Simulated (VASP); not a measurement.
A run of VASP 6.6.1:

Contents of INCAR:

```
SYSTEM = AlH5
PREC = Accurate
ENCUT = 500
EDIFF = 1E-6
ISMEAR = 0
SIGMA = 0.1
LREAL = .False.
LASPH = .True.
NELM = 120
ALGO = Normal
ISIF = 2
LWAVE = .False.
LCHARG = .True.
GGA = PE
LELF = .True.
LVHAR = .True.
NBANDS = 13
GGA_COMPAT = .False.
```

KPOINTS

```
Automatic mesh
0
Gamma
  4 4 4
  0 0 0
```

Contents of POSCAR:

```
AlH5
1.0
    3.7842855500      0.0000000000      0.0000000000
    0.0000000000      3.7842855500      0.0000000000
    0.0000000000      0.0000000000      3.7842855500
Al H
1 5
Direct
    0.0000000000      0.0000000000      0.0000000000
    0.3305600700      0.3305600700      0.3305600700
    0.6694399300      0.6694399300      0.3305600700
    0.6694399300      0.3305600700      0.6694399300
    0.3305600700      0.6694399300      0.6694399300
    0.5000000000      0.5000000000      0.5000000000
```

Potentials or basis: VASP PAW PBE potentials, release 64 (Al, H).

Run with:

```sh
$ cat potpaw_PBE.64/Al/POTCAR potpaw_PBE.64/H/POTCAR > POTCAR
$ mpirun -np 1 vasp_std > vasp.out
```

Hardware: 1 thread of Intel Xeon 8259CL, with other jobs on the host.

Problem. Estimate the wall time of this run.

Solution. It took 15 s on 1 thread of Intel Xeon 8259CL, on a shared host, peak memory 0.15 GiB. Counts: scf iterations 12, k points 10.
